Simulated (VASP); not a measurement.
# CuO (Tenorite) in VASP: notebook

CuO (Tenorite) is run at these levels: r2SCAN+D3(BJ), LDA+U, LDA, PBEsol; tasks: single point.

Program: VASP 6.6.1. These are calculated values, not measurements. Logs are shortened: lines on timing, memory, paths and dates and some standing lists are left out, and cuts for length are marked.

**1. The cell of the first run**

The typed cell holds 4 atoms: a = 2.878 Å, b = 2.878 Å, c = 5.119 Å, α = 89.98°, β = 89.98°, γ = 89.89°.

**2. Single point, r2SCAN+D3(BJ)**

Contents of POSCAR:

```
CuO
1.0
    2.0306339948     -2.0330056905      0.1601445206
    2.0306339948      2.0330056905      0.1601445206
   -0.3997312658      0.0000000000      5.1038587718
Cu O
2 2
Direct
    0.4942545899     -0.0057520239      0.5018502880
   -0.0057520239      0.4942545899      0.0018502880
    0.4944070476      0.4940903864      0.7518497120
    0.4940903864      0.4944070476      0.2518497120
```

Contents of INCAR.step1:

```
SYSTEM = CuO
  PREC = Accurate
  ENCUT = 520
  ISMEAR = -1
  SIGMA = 0.05
  LREAL = .False.
  LASPH = .True.
  NELM = 100
  NBANDS = 25
  GGA = PE
  ALGO = Normal
  EDIFF = 1E-4
  LWAVE = .True.
  LCHARG = .False.
```

Contents of INCAR.step2:

```
SYSTEM = CuO
  PREC = Accurate
  ENCUT = 520
  EDIFF = 1E-7
  ISMEAR = -1
  SIGMA = 0.05
  LREAL = .False.
  LASPH = .True.
  NELM = 100
  ALGO = Normal
  ISIF = 2
  LWAVE = .False.
  LCHARG = .True.
  METAGGA = R2SCAN
  LMIXTAU = .True.
  IVDW = 12
  VDW_S6 = 1.0
  VDW_S8 = 0.78981345
  VDW_A1 = 0.49484001
  VDW_A2 = 5.73083694
  LELF = .True.
  LVHAR = .True.
  NBANDS = 25
  ISTART = 1
```

Contents of KPOINTS:

```
regular mesh
0
Gamma
  10 10 5
  0 0 0
```

Potentials or basis: VASP PAW PBE potentials, release 64 (Cu, O).

On the command line:

```console
cat potpaw_PBE.64/Cu/POTCAR potpaw_PBE.64/O/POTCAR > POTCAR
cp INCAR.step1 INCAR
mpirun -np 1 vasp_std > vasp.out
cp INCAR.step2 INCAR
mpirun -np 1 vasp_std > vasp.out
```

OUTCAR:

```text
SYSTEM = CuO
   PREC = Accurate
   ENCUT = 520
   EDIFF = 1E-7
   ISMEAR = -1
   LREAL = .False.
   LASPH = .True.
   NELM = 100
   ISIF = 2
   METAGGA = R2SCAN
   IVDW = 12
   ISTART = 1
 IVDW          = 12

 ion  position               nearest neighbor table
   1  0.494  0.994  0.502-   3 1.93   4 1.93   3 1.93   4 1.93
   2  0.994  0.494  0.002-   4 1.93   3 1.93   4 1.93   3 1.93
   3  0.494  0.494  0.752-   1 1.93   2 1.93   1 1.93   2 1.93
   4  0.494  0.494  0.252-   2 1.93   1 1.93   2 1.93   1 1.93

  LATTYP: Found a base centered monoclinic cell.
 ALAT       =     4.0738780975
 B/A-ratio  =     0.9980689858
 C/A-ratio  =     1.2566620992
 COS(beta)  =    -0.0005415298

  Lattice vectors:

 A1 = (  -2.0306339948,   2.0330056905,  -0.1601445206)
 A2 = (  -2.0306339948,  -2.0330056905,  -0.1601445206)
 A3 = (  -0.3997312658,   0.0000000000,   5.1038587718)

Analysis of symmetry for initial positions (statically):
=====================================================================
 Subroutine PRICEL returns:
 Original cell was already a primitive cell.

 Routine SETGRP: Setting up the symmetry group for a
 base centered monoclinic supercell.

 Subroutine GETGRP returns: Found  2 space group operations
 (whereof  1 operations were pure point group operations)
 out of a pool of  4 trial point group operations.

The static configuration has the point symmetry C_1 .
 The point group associated with its full space group is C_1h.

Analysis of symmetry for dynamics (positions and initial velocities):
=====================================================================
 Subroutine PRICEL returns:
 Original cell was already a primitive cell.

 Routine SETGRP: Setting up the symmetry group for a
 base centered monoclinic supercell.

 Subroutine GETGRP returns: Found  2 space group operations
 (whereof  1 operations were pure point group operations)
 out of a pool of  4 trial point group operations.

The dynamic configuration has the point symmetry C_1 .
 The point group associated with its full space group is C_1h.

 Subroutine INISYM returns: Found  2 space group operations
 (whereof  1 operations are pure point group operations),
 and found     1 'primitive' translations

----------------------------------------------------------------------------------------

[... 93 lines left out ...]
   LASPH  =      T    aspherical Exc in radial PAW
   ENCUT  =  520.0 eV  38.22 Ry    6.18 a.u.   5.35  5.35  9.52*2*pi/ulx,y,z
   NELM   =    100;   NELMIN=  2; NELMDL=  0     # of ELM steps
   EDIFF  = 0.1E-06   stopping-criterion for ELM
   LREAL  =      F    real-space projection
   EDIFFG = 0.1E-05   stopping-criterion for IOM
   NSW    =      0    number of steps for IOM
   IBRION =     -1    ionic relax: 0-MD 1-quasi-New 2-CG
   NFREE  =      0    steps in history (QN), initial steepest desc. (CG)
   ISIF   =      2    stress and relaxation
   ISYM   =      2    0-nonsym 1-usesym 2-fastsym
   POTIM  = 0.5000    time-step for ionic-motion
   TEBEG  =    0.0;   TEEND  =   0.0 temperature during run
   PSTRESS=    0.0 pullay stress
   NELECT =      34.0000    total number of electrons
   NUPDOWN=      -1.0000    fix difference up-down
   EMIN   =  10.00;   EMAX   =-10.00  energy-range for DOS
   EFERMI =   0.00;   METHOD = LEGACY
   ISMEAR =    -1;   SIGMA  =   0.05  broadening in eV -4-tet -1-fermi 0-gaus
   EFERMI_NEDOS =   21; number of points for ismear=-14 and -15
   IALGO  =     38    algorithm
   IMIX   =      4    mixing-type and parameters
     AMIX     =   0.40;   BMIX     =  1.00
     AMIX_MAG =   1.60;   BMIX_MAG =  1.00
  volume/ion in A,a.u.               =      10.60        71.53
  Fermi-wavevector in a.u.,A,eV,Ry     =   1.520933  2.874147 31.473505  2.313237
  Thomas-Fermi vector in A             =   2.629717
   LORBIT       =      0    0 simple, 1 ext, 2 COOP (PROOUT), +10 PAW based schemes
   METAGGA = R2SCAN    functional components
   LHFCALC =     F    Hartree Fock is set to
   AEXX    =    0.0000 exact exchange contribution
   IVDW    =    12    specifies the selected vdW correction
   LEPSILON=     F    determine dielectric tensor
   LRPA    =     F    only Hartree local field effects (RPA)
 non-spin polarized calculation
  energy-cutoff  :      520.00
  volume of cell :       42.40
 maximum number of plane-waves:      1156
 NGX is ok and might be reduce to    24
   NGX = 11   NGY = 11   NGZ = 19

 number of electron      33.9999998 magnetization

 Free energy of the ion-electron system (eV)
  ---------------------------------------------------
  ext. energy  EPLUGINS =         0.00000000
  ---------------------------------------------------
  free energy    TOTEN  =       -36.47207629 eV

  energy without entropy =      -36.45128110  energy(sigma->0) =      -36.46167870

 E-fermi :   5.2571     XC(G=0): -12.2734

 val. band max:        5.2539719857   @ k =   0.5000   0.4000   0.4000
 cond. band min:       5.2601100535   @ k =   0.5000   0.5000   0.4000
 fundamental gap:      0.0061380678
 Fermi energy:         5.2571372394

 k-point     1 :       0.0000    0.0000    0.0000
  band No.  band energies     occupation
      1     -16.0624      2.00000
      2     -14.7251      2.00000
      3      -3.5003      2.00000
      4      -0.6456      2.00000
      5      -0.6416      2.00000
      6       1.1559      2.00000
[... 661 lines left out ...]
     24      18.2460      0.00000
     25      19.7163      0.00000

 [... further k-points ...]

------------------------ aborting loop because EDIFF is reached ----------------------------------------

 Edisp (eV)   -0.51050

 E8    (eV) :    -0.1501

  FORCE on cell =-STRESS in cart. coord.  units (eV):
  Direction    XX          YY          ZZ          XY          YZ          ZX
  --------------------------------------------------------------------------------------
  -------------------------------------------------------------------------------------
  Total       0.22056     0.21873     0.35667     0.00000     0.00000    -0.00675
  in kB       8.33408     8.26494    13.47732     0.00000     0.00000    -0.25488
  external pressure =       10.03 kB  Pullay stress =        0.00 kB

 VOLUME and BASIS-vectors are now :
 -----------------------------------------------------------------------------
  energy-cutoff  :      520.00
  volume of cell :       42.40
      direct lattice vectors                 reciprocal lattice vectors
     2.030633995 -2.033005691  0.160144521     0.244716998 -0.245941269  0.019166094
     2.030633995  2.033005691  0.160144521     0.244716998  0.245941269  0.019166094
    -0.399731266  0.000000000  5.103858772    -0.015357042  0.000000000  0.194727432

 POSITION                                       TOTAL-FORCE (eV/Angst)
 -----------------------------------------------------------------------------------
      2.82200      1.01649      2.79975        -0.007536     -0.007902      0.001146
      3.02186     -1.01649      0.24782        -0.007536      0.007902      0.001146
      1.70674     -0.00064      3.99564         0.007536     -0.002340     -0.001146
      1.90660      0.00064      1.44371         0.007536      0.002340     -0.001146
 -----------------------------------------------------------------------------------
    total drift:                               -0.036991     -0.000000      0.003488

  FREE ENERGIE OF THE ION-ELECTRON SYSTEM (eV)
  ---------------------------------------------------
  free  energy   TOTEN  =       -36.9825809465 eV

  energy  without entropy=      -36.9617857587  energy(sigma->0) =      -36.97218335
```

It took 3.2 min on 1 thread of Intel Xeon 6975P-C (Granite Rapids), shared host; peak memory 0.27 GiB.

Results:

```yaml
Free_energy: -36.9826 eV
Pressure: 1.0 GPa
Largest_force: 0.011 eV/Å
Band_gap_on_the_k_mesh: zero (band 17 reaches 5.96 eV, above the bottom of band 18 at 5.00 eV)
Dispersion_energy_per_atom: -0.128 eV
```

Forces in eV/Å, atoms in the order of the input:
```
Cu  -0.008 -0.008  0.001
Cu  -0.008  0.008  0.001
O    0.008 -0.002 -0.001
O    0.008  0.002 -0.001
```

Caveat: the PAW data sets were made with another functional, which shifts forces and pressure a little; semilocal functionals often make such compounds metallic where correlation or magnetic order opens a gap, which also shifts bond lengths; pairwise dispersion overbinds metals, which lowers pressure and volume.

**3. Single point, LDA+U**

This run uses another cell than the first one, of 10.40 Å³/atom, 0.981 times its volume.

Contents of INCAR:

```
SYSTEM = CuO
PREC = Accurate
ENCUT = 520
EDIFF = 1E-6
ISMEAR = -1
SIGMA = 0.05
LREAL = .False.
LASPH = .True.
NELM = 150
ALGO = Normal
ISIF = 2
LWAVE = .False.
LCHARG = .False.
LMAXMIX = 4
LDAU = .True.
LDAUTYPE = 2
LDAUL = 2 -1
LDAUU = 4.5 0
LDAUJ = 0 0
LDAUPRINT = 1
GGA = CA
NBANDS = 25
```

KPOINTS is that of step 2.

Contents of POSCAR:

```
CuO
1.0
    2.0284009194     -2.0185788325      0.1555494815
    2.0284009194      2.0185788325      0.1555494815
   -0.4088271332      0.0000000000      5.0482543453
Cu O
2 2
Direct
    0.4942503089     -0.0057501498      0.5018500084
   -0.0057501498      0.4942503089      0.0018500084
    0.4929872301      0.4955126108      0.7518499916
    0.4955126108      0.4929872301      0.2518499916
```

Potentials or basis: VASP PAW LDA potentials, release 64 (Cu, O).

On the command line:

```console
cat potpaw_LDA.64/Cu/POTCAR potpaw_LDA.64/O/POTCAR > POTCAR
mpirun -np 1 vasp_std > vasp.out
```

Wall time 84 s (1 thread of Intel Xeon 6975P-C, shared host); peak memory 0.23 GiB.

The run converged. Its results:

```
Free energy            : -20.3101 eV
Pressure               : -5.1 GPa
Band gap on the k mesh : zero (band 17 reaches 5.64 eV, above the bottom of band 18 at 4.59 eV)
```

Stress tensor (GPa, compression positive):
```
-4.76  0.00  0.13
 0.00 -4.65  0.00
 0.13  0.00 -6.02
```

Levels at points of the mesh, in eV from the Fermi level:
```tsv
k point	band 14	band 15	band 16	band 17	band 18	band 19	band 20	band 21
(0.00, 0.00, 0.00)	-3.35	-2.71	-2.40	0.73	0.75	1.81	6.59	7.75
(0.50, 0.00, 0.00)	-2.61	-2.30	-1.86	0.33	0.56	3.96	6.33	7.23
(0.50, 0.50, 0.00)	-3.43	-1.85	-1.78	-1.77	1.31	2.33	7.69	10.36
```

Eigenvalues of the final occupation matrices:
| site | spin | trace | eigenvalues |
| --- | --- | --- | --- |
| site 1 d | 1 | 4.65 | 0.81 0.94 0.96 0.96 0.98 |
| site 1 d | 2 | 4.65 | 0.81 0.94 0.96 0.96 0.98 |
| site 2 d | 1 | 4.65 | 0.81 0.94 0.96 0.96 0.98 |
| site 2 d | 2 | 4.65 | 0.81 0.94 0.96 0.96 0.98 |

Caveat: U without spin polarisation on a metal has little footing.

**4. Single point, LDA**

This run uses another cell than the first one, of 10.28 Å³/atom, 0.970 times its volume.

Contents of INCAR:

```
ALGO     = Normal         # electronic algorithm
EDIFF    = 1E-7           # SCF threshold, eV
ENCUT    = 520            # plane-wave cutoff, eV
ISIF     = 2              # what is computed and relaxed
ISMEAR   = -1             # smearing method
LASPH    = True           # aspherical terms in the spheres
LCHARG   = True           # write CHGCAR
LELF     = True           # ELF
LREAL    = False          # projectors in reciprocal space
LVHAR    = True         
LWAVE    = False          # write WAVECAR
NBANDS   = 25             # bands
NELM     = 60             # most SCF steps
PREC     = Accurate       # precision mode
SIGMA    = 0.05           # smearing width, eV
```

Contents of KPOINTS:

```
k-points
0
Gamma
  8 8 4
```

Contents of POSCAR:

```
CuO
1.0
    2.0129962922     -2.0160523976      0.1589083667
    2.0129962922      2.0160523976      0.1589083667
   -0.3959251713      0.0000000000      5.0333902587
Cu O
2 2
Direct
    0.4942669463     -0.0057594610      0.5018503592
   -0.0057594610      0.4942669463      0.0018503592
    0.4942927093      0.4941998054      0.7518496408
    0.4941998054      0.4942927093      0.2518496408
```

On the command line:

```console
cat potpaw_LDA.64/Cu/POTCAR potpaw_LDA.64/O/POTCAR > POTCAR
mpirun -np 1 vasp_std > vasp.out
```

Run time: 30 s. Hardware: 1 thread of Intel Xeon 6975P-C (Granite Rapids), shared host; peak memory 0.18 GiB.

The run converged. Its results:

* Free energy: -23.3432 eV
* Pressure: 0.8 GPa
* Band gap on the k mesh: zero (band 17 reaches 6.26 eV, above the bottom of band 18 at 5.04 eV)

Stress tensor (GPa, compression positive):
```
 0.63  0.00 -0.04
 0.00  0.64  0.00
-0.04  0.00  1.05
```

Levels at points of the mesh, in eV from the Fermi level:
| k point | band 14 | band 15 | band 16 | band 17 | band 18 | band 19 | band 20 | band 21 |
| --- | --- | --- | --- | --- | --- | --- | --- | --- |
| (0.00, 0.00, 0.00) | -2.64 | -2.54 | -2.13 | 0.69 | 0.70 | 1.63 | 6.12 | 7.54 |
| (0.50, 0.00, 0.00) | -2.11 | -1.75 | -1.66 | 0.22 | 0.45 | 3.38 | 6.06 | 6.78 |
| (0.50, 0.50, 0.00) | -2.58 | -1.71 | -1.31 | -1.31 | 1.20 | 1.74 | 7.09 | 10.10 |
| (0.00, 0.00, 0.50) | -2.53 | -1.70 | -1.70 | 0.04 | 0.04 | 3.66 | 3.66 | 11.82 |
| (0.50, 0.00, 0.50) | -2.62 | -2.23 | -2.00 | -0.13 | 0.70 | 4.13 | 6.06 | 8.35 |
| (0.50, 0.50, 0.50) | -2.15 | -1.56 | -1.56 | -0.53 | -0.53 | 3.74 | 3.74 | 11.13 |

Caveat: semilocal functionals often make such compounds metallic where correlation or magnetic order opens a gap, which also shifts bond lengths.

**5. Single point, PBEsol**

This run uses another cell than the first one, of 10.66 Å³/atom, 1.006 times its volume.

Contents of INCAR:

```
SYSTEM = CuO
PREC     = Accurate       ! precision mode
ENCUT    = 520            ! plane-wave cutoff, eV
EDIFF    = 1E-6           ! SCF threshold, eV
ISMEAR   = -1             ! smearing method
SIGMA    = 0.05           ! smearing width, eV
LREAL    = .FALSE.        ! projectors in reciprocal space
LASPH    = .TRUE.         ! aspherical terms in the spheres
NELM     = 100            ! most SCF steps
ALGO     = Normal         ! electronic algorithm
ISIF     = 2              ! what is computed and relaxed
LWAVE    = .FALSE.        ! write WAVECAR
LCHARG   = .FALSE.        ! write CHGCAR
GGA      = PS             ! functional
NBANDS   = 25             ! bands
```

Contents of KPOINTS:

```
regular mesh
0
G
  8 8 4
  0 0 0
```

Contents of POSCAR:

```
CuO
1.0
    2.0411298178     -2.0439300400      0.1619124343
    2.0411298178      2.0439300400      0.1619124343
   -0.3997686188      0.0000000000      5.0790251701
Cu O
2 2
Direct
    0.4942465359     -0.0057487704      0.5018505096
   -0.0057487704      0.4942465359      0.0018505096
    0.4944068702      0.4940953643      0.7518494904
    0.4940953643      0.4944068702      0.2518494904
```

Potentials or basis: VASP PAW PBE potentials, release 64 (Cu, O).

On the command line:

```console
cat potpaw_PBE.64/Cu/POTCAR potpaw_PBE.64/O/POTCAR > POTCAR
mpirun -np 1 vasp_std > vasp.out
```

Wall time 27 s (1 thread of Intel Xeon 6975P-C (Granite Rapids), shared host); peak memory 0.2 GiB.

Results (log left out):

```yaml
Free_energy: -21.4957 eV
Pressure: 0.7 GPa
Band_gap_on_the_k_mesh: zero (band 17 reaches 5.92 eV, above the bottom of band 18 at 4.71 eV)
```

Stress tensor (GPa, compression positive):
```
 0.57  0.00 -0.04
 0.00  0.58  0.00
-0.04  0.00  1.00
```

Levels at points of the mesh, in eV from the Fermi level:
```csv
k point,band 13,band 14,band 15,band 16,band 17,band 18,band 19,band 20,band 21,band 22
"(0.00, 0.00, 0.00)",-2.54,-2.51,-2.41,-2.02,0.68,0.68,1.44,5.99,7.39,13.24
"(0.50, 0.00, 0.00)",-2.38,-2.00,-1.66,-1.59,0.21,0.45,3.48,5.93,6.53,10.94
"(0.50, 0.50, 0.00)",-2.47,-2.47,-1.67,-1.26,-1.26,1.16,1.86,7.12,9.93,9.96
"(0.00, 0.00, 0.50)",-2.41,-2.41,-1.64,-1.64,0.07,0.07,3.50,3.50,11.68,11.68
"(0.50, 0.00, 0.50)",-2.51,-2.48,-2.13,-1.92,-0.16,0.68,4.17,5.94,8.21,9.01
"(0.50, 0.50, 0.50)",-2.04,-2.04,-1.49,-1.49,-0.53,-0.53,3.80,3.80,10.81,10.81
```

Caveat: the PAW data sets were made with another functional, which shifts forces and pressure a little; semilocal functionals often make such compounds metallic where correlation or magnetic order opens a gap, which also shifts bond lengths.

**6. Summary**

| level | potentials or basis | U | cell | k mesh | gap on the mesh (eV) | pressure (GPa) |
| --- | --- | --- | --- | --- | --- | --- |
| r2SCAN+D3(BJ) | VASP PAW PBE potentials, release 64 (Cu, O) | - | a = 2.878, b = 2.878, c = 5.119 Å, angles 90.0, 90.0, 89.9°, 4 atoms | 10 × 10 × 5 | none | 1.0 |
| LDA+U | VASP PAW LDA potentials, release 64 (Cu, O) | Cu d U = 4.5 eV | a = 2.866, b = 2.866, c = 5.065 Å, angles 90.2, 90.2, 89.6°, 4 atoms | 10 × 10 × 5 | none | -5.1 |
| LDA | VASP PAW LDA potentials, release 64 (Cu, O) | - | a = 2.853, b = 2.853, c = 5.049 Å, angles 90.0, 90.0, 89.9°, 4 atoms | 8 × 8 × 4 | none | 0.8 |
| PBEsol | VASP PAW PBE potentials, release 64 (Cu, O) | - | a = 2.893, b = 2.893, c = 5.095 Å, angles 90.0, 90.0, 89.9°, 4 atoms | 8 × 8 × 4 | none | 0.7 |

Alike in all rows: task single point; no spin polarisation; cutoff (eV) 520; smearing fermi-dirac 0.05 eV.

Caveats: semilocal functionals often make such compounds metallic where correlation or magnetic order opens a gap, which also shifts bond lengths (some runs); the PAW data sets were made with another functional, which shifts forces and pressure a little (some runs); pairwise dispersion overbinds metals, which lowers pressure and volume (some runs); U without spin polarisation on a metal has little footing (some runs).

Absolute energies hang on the potentials; compare differences alone.
